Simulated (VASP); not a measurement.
## Zr: single point with PBE

Crystal: Zr.

```
CELL_PARAMETERS angstrom
3.23279 0.00000 0.00000
-1.61639 2.79968 0.00000
0.00000 0.00000 5.16912
ATOMIC_POSITIONS crystal
Zr 0.33333 0.66667 0.25000
Zr 0.66667 0.33333 0.75000
```

```yaml
Program: VASP 6.6.1
Task: single point
Functional: PBE
Potentials_or_basis: VASP PAW PBE potentials, release 64 (Zr_sv)
Cutoff: 520 eV
k_mesh: 12 × 12 × 7
Occupations: gaussian, width 0.1 eV
Spin: no spin polarisation
Dipole_correction: no
Further_INCAR_settings: ALGO = Normal; EDIFF = 1e-06; NBANDS = 19
```

```json
{"Pressure": "0.1 GPa", "Band gap on the k mesh": "zero (band 12 reaches 9.81 eV, above the bottom of band 13 at 8.70 eV)"}
```

Stress tensor (GPa, compression positive):
```
-0.01  0.00  0.00
 0.00 -0.01  0.00
 0.00  0.00  0.20
```

Levels at points of the mesh, in eV from the Fermi level:
```csv
k point,band 10,band 11,band 12,band 13,band 14,band 15
"(0.00, 0.00, 0.00)",-3.03,0.86,0.86,0.97,1.11,1.54
"(0.50, 0.00, 0.00)",-2.51,-2.14,-0.22,0.55,0.75,1.43
```

Wall time 15 s on 1 thread of Intel(R) Xeon(R) 6975P-C (Granite Rapids) (shared host), peak memory 0.19 GiB.
